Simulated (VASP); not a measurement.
# Re (Pm-3m) in VASP: notebook

Re is run at these levels: RPBE; tasks: single point.

Program: VASP 6.6.1. These are calculated values, not measurements. Logs are shortened: lines on timing, memory, paths and dates and some standing lists are left out, and cuts for length are marked.

## 1. The cell of the first run

The structure is cubic, space group Pm-3m (No. 221). Conventional cell: a = 2.520 Å, b = 2.520 Å, c = 2.520 Å, α = 90.00°, β = 90.00°, γ = 90.00°. Re (site symmetry m-3m) has 6 Re at 2.52 Å within 3.3 Å.

This isn't the form of Re at room conditions, which is hcp.

## 2. Single point, RPBE (16.01 Å³/atom)

Contents of INCAR:

```
  PREC = Accurate
  ENCUT = 520
  EDIFF = 1E-6
  ISMEAR = -1
  SIGMA = 0.1
  LREAL = False
  LASPH = True
  NELM = 80
  ALGO = Normal
  ISIF = 2
  LWAVE = False
  LCHARG = True
  GGA = RP
  LELF = True
  LVHAR = True
  NBANDS = 10
```

Contents of KPOINTS:

```
Automatic mesh
0
Gamma
  14 14 14
```

Contents of POSCAR:

```
Re
1.0
    2.5202130930      0.0000000000      0.0000000000
    0.0000000000      2.5202130930      0.0000000000
    0.0000000000      0.0000000000      2.5202130930
Re
1
Direct
    0.0000000000      0.0000000000      0.0000000000
```

Potentials or basis: VASP PAW PBE potentials, release 64 (Re).

Launch:

```console
cat potpaw_PBE.64/Re/POTCAR > POTCAR
mpirun -np 1 vasp_std > vasp.out
```

OUTCAR:

```text
PREC = Accurate
   ENCUT = 520
   EDIFF = 1E-6
   ISMEAR = -1
   LREAL = False
   LASPH = True
   NELM = 80
   ISIF = 2
   GGA = RP

 ion  position               nearest neighbor table
   1  0.000  0.000  0.000-

  LATTYP: Found a simple cubic cell.
 ALAT       =     2.5202130930

  Lattice vectors:

 A1 = (   2.5202130930,   0.0000000000,   0.0000000000)
 A2 = (   0.0000000000,   2.5202130930,   0.0000000000)
 A3 = (   0.0000000000,   0.0000000000,   2.5202130930)

Analysis of symmetry for initial positions (statically):
=====================================================================
 Subroutine PRICEL returns:
 Original cell was already a primitive cell.

 Routine SETGRP: Setting up the symmetry group for a
 simple cubic supercell.

 Subroutine GETGRP returns: Found 48 space group operations
 (whereof 48 operations were pure point group operations)
 out of a pool of 48 trial point group operations.

The static configuration has the point symmetry O_h .

Analysis of symmetry for dynamics (positions and initial velocities):
=====================================================================
 Subroutine PRICEL returns:
 Original cell was already a primitive cell.

 Routine SETGRP: Setting up the symmetry group for a
 simple cubic supercell.

 Subroutine GETGRP returns: Found 48 space group operations
 (whereof 48 operations were pure point group operations)
 out of a pool of 48 trial point group operations.

The dynamic configuration has the point symmetry O_h .

 Subroutine INISYM returns: Found 48 space group operations
 (whereof 48 operations are pure point group operations),
 and found     1 'primitive' translations

----------------------------------------------------------------------------------------

                                     Primitive cell

  volume of cell :      16.0071

  direct lattice vectors                    reciprocal lattice vectors
     2.520213093  0.000000000  0.000000000     0.396791844  0.000000000  0.000000000
     0.000000000  2.520213093  0.000000000     0.000000000  0.396791844  0.000000000
     0.000000000  0.000000000  2.520213093     0.000000000  0.000000000  0.396791844

  length of vectors
     2.520213093  2.520213093  2.520213093     0.396791844  0.396791844  0.396791844

  position of ions in fractional coordinates (direct lattice)
     0.000000000  0.000000000  0.000000000

  ion indices of the primitive-cell ions
   primitive index   ion index
                 1           1

----------------------------------------------------------------------------------------

 KPOINTS: Automatic mesh

Automatic generation of k-mesh.
 Grid dimensions read from file:
 generate k-points for:   14   14   14

 Generating k-lattice:

  Cartesian coordinates                     Fractional coordinates (reciprocal lattice)
     0.028342275  0.000000000  0.000000000     0.071428571  0.000000000  0.000000000
     0.000000000  0.028342275  0.000000000     0.000000000  0.071428571  0.000000000
     0.000000000  0.000000000  0.028342275     0.000000000  0.000000000  0.071428571

  Length of vectors
     0.028342275  0.028342275  0.028342275

  Shift w.r.t. Gamma in fractional coordinates (k-lattice)
     0.000000000  0.000000000  0.000000000

 Subroutine IBZKPT returns following result:
 ===========================================

 Found    120 irreducible k-points:

 Following reciprocal coordinates:
            Coordinates               Weight
  0.000000  0.000000  0.000000      1.000000
  0.071429  0.000000  0.000000      6.000000
  0.142857  0.000000  0.000000      6.000000
  0.214286  0.000000  0.000000      6.000000
  0.285714  0.000000  0.000000      6.000000
  0.357143  0.000000  0.000000      6.000000
[... 16 lines left out ...]
  0.285714  0.214286  0.000000     24.000000
  0.357143  0.214286  0.000000     24.000000
 [... further k-points ...]
   k-points           NKPTS =    120   k-points in BZ     NKDIM =    120   number of bands    NBANDS=     10
   number of dos      NEDOS =    301   number of ions     NIONS =      1
   total plane-waves  NPLWV =   8000
   dimension x,y,z NGX =    20 NGY =   20 NGZ =   20
   dimension x,y,z NGXF=    40 NGYF=   40 NGZF=   40
   ions per type =               1
   NGX,Y,Z   is equivalent  to a cutoff of  13.19, 13.19, 13.19 a.u.
   NGXF,Y,Z  is equivalent  to a cutoff of  26.39, 26.39, 26.39 a.u.
 SYSTEM =  unknown system
   PREC   = accura    normal or accurate (medium, high low for compatibility)
   ISTART =      0    job   : 0-new  1-cont  2-samecut
   ICHARG =      2    charge: 1-file 2-atom 10-const
   ISPIN  =      1    spin polarized calculation?
   LNONCOLLINEAR =      F non collinear calculations
   LSORBIT =      F    spin-orbit coupling
   LASPH  =      T    aspherical Exc in radial PAW
   ENCUT  =  520.0 eV  38.22 Ry    6.18 a.u.   4.69  4.69  4.69*2*pi/ulx,y,z
   NELM   =     80;   NELMIN=  2; NELMDL= -5     # of ELM steps
   EDIFF  = 0.1E-05   stopping-criterion for ELM
   LREAL  =      F    real-space projection
   EDIFFG = 0.1E-04   stopping-criterion for IOM
   NSW    =      0    number of steps for IOM
   IBRION =     -1    ionic relax: 0-MD 1-quasi-New 2-CG
   NFREE  =      0    steps in history (QN), initial steepest desc. (CG)
   ISIF   =      2    stress and relaxation
   ISYM   =      2    0-nonsym 1-usesym 2-fastsym
   POTIM  = 0.5000    time-step for ionic-motion
   TEBEG  =    0.0;   TEEND  =   0.0 temperature during run
   PSTRESS=    0.0 pullay stress
   NELECT =       7.0000    total number of electrons
   NUPDOWN=      -1.0000    fix difference up-down
   EMIN   =  10.00;   EMAX   =-10.00  energy-range for DOS
   EFERMI =   0.00;   METHOD = LEGACY
   ISMEAR =    -1;   SIGMA  =   0.10  broadening in eV -4-tet -1-fermi 0-gaus
   EFERMI_NEDOS =   21; number of points for ismear=-14 and -15
   IALGO  =     38    algorithm
   IMIX   =      4    mixing-type and parameters
     AMIX     =   0.40;   BMIX     =  1.00
     AMIX_MAG =   1.60;   BMIX_MAG =  1.00
  volume/ion in A,a.u.               =      16.01       108.02
  Fermi-wavevector in a.u.,A,eV,Ry     =   1.242616  2.348204 21.008679  1.544094
  Thomas-Fermi vector in A             =   2.376963
   LORBIT       =      0    0 simple, 1 ext, 2 COOP (PROOUT), +10 PAW based schemes
   GGA     = RP    functional components
   LHFCALC =     F    Hartree Fock is set to
   AEXX    =    0.0000 exact exchange contribution
   IVDW    =     0    specifies the selected vdW correction
   LEPSILON=     F    determine dielectric tensor
   LRPA    =     F    only Hartree local field effects (RPA)
 non-spin polarized calculation
  energy-cutoff  :      520.00
  volume of cell :       16.01
 maximum number of plane-waves:       449
 NGX is ok and might be reduce to    20
   NGX =  9   NGY =  9   NGZ =  9

 number of electron       6.9999998 magnetization

 Free energy of the ion-electron system (eV)
  ---------------------------------------------------
  ext. energy  EPLUGINS =         0.00000000
  ---------------------------------------------------
  free energy    TOTEN  =       -10.40957364 eV

  energy without entropy =      -10.37354104  energy(sigma->0) =      -10.39155734

 E-fermi :   7.5676     XC(G=0): -13.0771

 val. band max:        7.5609634282   @ k =   0.2857   0.1429   0.1429
 cond. band min:       7.6057883196   @ k =   0.2143   0.2143   0.0000
 fundamental gap:      0.0448248915
 Fermi energy:         7.5676255659

 k-point     1 :       0.0000    0.0000    0.0000
  band No.  band energies     occupation
      1      -2.1268      2.00000
      2       1.7023      2.00000
      3       1.7023      2.00000
      4      11.3766      0.00000
      5      11.3766      0.00000
      6      11.3766      0.00000
      7      23.4102      0.00000
      8      23.4102      0.00000
      9      23.4102      0.00000
     10      29.7153      0.00000

 k-point     2 :       0.0714    0.0000    0.0000
  band No.  band energies     occupation
      1      -1.9465      2.00000
      2       1.7473      2.00000
      3       1.9014      2.00000
      4      11.0945      0.00000
      5      11.0945      0.00000
      6      11.3968      0.00000
      7      22.4143      0.00000
      8      23.7958      0.00000
      9      23.7958      0.00000
     10      30.4897      0.00000

 k-point     3 :       0.1429    0.0000    0.0000
  band No.  band energies     occupation
      1      -1.4551      2.00000
      2       1.8760      2.00000
      3       2.4999      2.00000
      4      10.3806      0.00000
      5      10.3806      0.00000
      6      11.4540      0.00000
      7      20.4991      0.00000
      8      24.8063      0.00000
      9      24.8063      0.00000
     10      28.8903      0.00000

 k-point     4 :       0.2143    0.0000    0.0000
  band No.  band energies     occupation
      1      -0.7727      2.00000
      2       2.0687      2.00000
      3       3.4632      2.00000
      4       9.4922      0.00000
      5       9.4922      0.00000
      6      11.5377      0.00000
      7      18.6273      0.00000
      8      26.1507      0.00000
      9      26.1507      0.00000
     10      26.8302      0.00000
[... 222 lines left out ...]
 k-point    22 :       0.2143    0.2143    0.0000
  band No.  band energies     occupation
      1       0.5119      2.00000
      2       3.1112      2.00000
      3       4.4314      2.00000
      4       7.6058      0.81147
      5       9.5221      0.00000
      6       9.9686      0.00000
      7      20.5024      0.00000
      8      21.1086      0.00000
      9      27.4844      0.00000
     10      29.0713      0.00000

 k-point    23 :       0.2857    0.2143    0.0000
  band No.  band energies     occupation
      1       1.1387      2.00000
      2       3.3297      2.00000
      3       5.1855      2.00000
      4       7.4176      1.63526
      5       8.8741      0.00000
      6       9.9327      0.00000
      7      18.9422      0.00000
      8      21.9816      0.00000
      9      26.7905      0.00000
     10      30.5498      0.00000

 k-point    24 :       0.3571    0.2143    0.0000
  band No.  band energies     occupation
      1       1.7186      2.00000
      2       3.3426      2.00000
      3       5.2042      2.00000
      4       8.2330      0.00257
      5       8.4678      0.00025
      6      10.0376      0.00000
      7      17.5961      0.00000
      8      23.0626      0.00000
      9      25.9432      0.00000
     10      31.6914      0.00000

 [... further k-points ...]
[... 5 lines left out ...]
  --------------------------------------------------------------------------------------
  -------------------------------------------------------------------------------------
  Total        2.2985686      2.2985686      2.2985686      0.0000000      0.0000000      0.0000000
  in kB      230.0680219    230.0680219    230.0680219      0.0000000      0.0000000      0.0000000
  external PRESSURE =     230.0680219 kB  Pullay stress =       0.0000000 kB

 VOLUME and BASIS-vectors are now :
 -----------------------------------------------------------------------------
  energy-cutoff  :      520.00
  volume of cell :       16.01
      direct lattice vectors                 reciprocal lattice vectors
     2.520213093  0.000000000  0.000000000     0.396791844  0.000000000  0.000000000
     0.000000000  2.520213093  0.000000000     0.000000000  0.396791844  0.000000000
     0.000000000  0.000000000  2.520213093     0.000000000  0.000000000  0.396791844

 POSITION                                       TOTAL-FORCE (eV/Angst)
 -----------------------------------------------------------------------------------
      0.00000      0.00000      0.00000         0.000000      0.000000      0.000000
 -----------------------------------------------------------------------------------
    total drift:                                0.000000      0.000000      0.000000

  FREE ENERGIE OF THE ION-ELECTRON SYSTEM (eV)
  ---------------------------------------------------
  free  energy   TOTEN  =       -10.4095736359 eV

  energy  without entropy=      -10.3735410395  energy(sigma->0) =      -10.39155734
```

Wall time 21 s (1 thread of Intel Xeon 8259CL, shared host); peak memory 0.14 GiB.

What came out:

```yaml
Free_energy: -10.4096 eV
Pressure: 23.0 GPa
Band_gap_on_the_k_mesh: zero (an odd number of electrons rules out a gap without spin polarisation)
```

Caveat: the cell stands under pressure; the PAW data sets were made with another functional, which shifts forces and pressure a little; spin-orbit coupling is left out, which moves the levels of the heavy elements.

## 3. Single point, RPBE (16.70 Å³/atom)

This run uses another cell than the first one, of 16.70 Å³/atom.

Contents of INCAR:

```
PREC = Accurate
ENCUT = 520
EDIFF = 1E-7
ISMEAR = -1
SIGMA = 0.1
LREAL = False
LASPH = True
NELM = 80
ALGO = Normal
ISIF = 2
LWAVE = False
LCHARG = True
GGA = RP
LELF = True
LVHAR = True
NBANDS = 10
```

KPOINTS is that of step 2.

Contents of POSCAR:

```
Re
1.0
    2.5562210020      0.0000000000      0.0000000000
    0.0000000000      2.5562210020      0.0000000000
    0.0000000000      0.0000000000      2.5562210020
Re
1
Direct
    0.0000000000      0.0000000000      0.0000000000
```

Potentials or basis: VASP PAW PBE potentials, release 64 (Re).

Launch:

```console
cat potpaw_PBE.64/Re/POTCAR > POTCAR
mpirun -np 1 vasp_std > vasp.out
```

Run time: 27 s. Hardware: 1 thread of Intel Xeon 8259CL, shared host; peak memory 0.14 GiB.

Results (log left out):

| Item | Value |
| --- | --- |
| Free energy | -10.4789 eV |
| Pressure | 9.3 GPa |
| Band gap on the k mesh | zero (an odd number of electrons rules out a gap without spin polarisation) |

Levels at points of the mesh, in eV from the Fermi level:
| k point | band 1 | band 2 | band 3 | band 4 | band 5 | band 6 | band 7 | band 8 |
| --- | --- | --- | --- | --- | --- | --- | --- | --- |
| (0.00, 0.00, 0.00) | -9.40 | -5.56 | -5.56 | 3.56 | 3.56 | 3.56 | 15.47 | 15.47 |
| (0.50, 0.00, 0.00) | -5.95 | -4.61 | -1.11 | -0.17 | -0.17 | 3.95 | 8.51 | 15.07 |
| (0.50, 0.50, 0.00) | -6.59 | -3.99 | 0.57 | 0.57 | 4.70 | 4.70 | 6.24 | 14.12 |
| (0.50, 0.50, 0.50) | -4.96 | -4.96 | -4.96 | 6.51 | 6.51 | 7.81 | 11.78 | 11.78 |

Caveat: the cell stands under pressure; the PAW data sets were made with another functional, which shifts forces and pressure a little; spin-orbit coupling is left out, which moves the levels of the heavy elements.
